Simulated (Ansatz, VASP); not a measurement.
Given: the input of a run of VASP 6.6.1 on ZnS.

INCAR

```
PREC     = Accurate       # precision mode
ENCUT    = 520            # plane-wave cutoff, eV
EDIFF    = 1E-7           # SCF threshold, eV
ISMEAR   = -1             # smearing method
SIGMA    = 0.05           # smearing width, eV
LREAL    = F              # projectors in reciprocal space
LASPH    = T              # aspherical terms in the spheres
NELM     = 80             # most SCF steps
ALGO     = Normal         # electronic algorithm
ISIF     = 2              # what is computed and relaxed
LWAVE    = F              # write WAVECAR
LCHARG   = F              # write CHGCAR
GGA      = RE             # functional
NBANDS   = 16             # bands
```

The input KPOINTS:

```
regular mesh
0
Gamma
  9 9 9
```

Contents of POSCAR:

```
ZnS
1.0
    0.0000000000      2.6838652254      2.6838652254
    2.6838652254      0.0000000000      2.6838652254
    2.6838652254      2.6838652254      0.0000000000
Zn S
1 1
Direct
    0.7500000000      0.7500000000      0.7500000000
    0.0000000000      0.0000000000      0.0000000000
```

Potentials or basis: VASP PAW PBE potentials, release 64 (Zn, S).

The run is started by

```bash
$ cat potpaw_PBE.64/Zn/POTCAR potpaw_PBE.64/S/POTCAR > POTCAR
$ mpirun -np 1 vasp_std > vasp.out
```

Q: Set up the same calculation for Ansatz 0.2.0. Potentials there: Ansatz PAW.

A: As run (the cutoff follows the program's own potentials):

Contents of input.yaml:

```yaml
crystal:
  lattice:
    - [0.0, 2.6838652254, 2.6838652254]
    - [2.6838652254, 0.0, 2.6838652254]
    - [2.6838652254, 2.6838652254, 0.0]
  atoms:
    - { symbol: Zn, position: [0.75, 0.75, 0.75] }
    - { symbol: S, position: [0.0, 0.0, 0.0] }
hamiltonian:
  xc: revpbe
  pseudopotentials: { kind: paw }
kpoints:
  mp_grid: { grid: [9, 9, 9] }
scf:
  occupations: { method: fermi_dirac, width: 0.05 }
output:
  forces: true
  stress: true
  eigenvalues: true
```

Potentials or basis: Ansatz PAW.

Run with:

```console
$ ansatz run input.yaml --threads 2 --pin off --max-ram 5120MiB --backend cpu --events-out ev --progress --plain --runs-dir out
```

Both were run:

|  | VASP | Ansatz | Ansatz less VASP |
| --- | --- | --- | --- |
| gap on the k mesh at the Fermi level (eV) | 2.32 | 2.32 | -0.004 |
| least direct gap on the mesh (eV) | 2.32 | 2.32 | -0.004 |
| pressure (GPa) | 5.3 | 5.2 | -0.16 |

VASP's potentials were made for PBE, not for revPBE.

Noted on Ansatz's run: odd divisions of the mesh miss points on the zone boundary, where band edges often lie, so the gap on the mesh can be too wide.
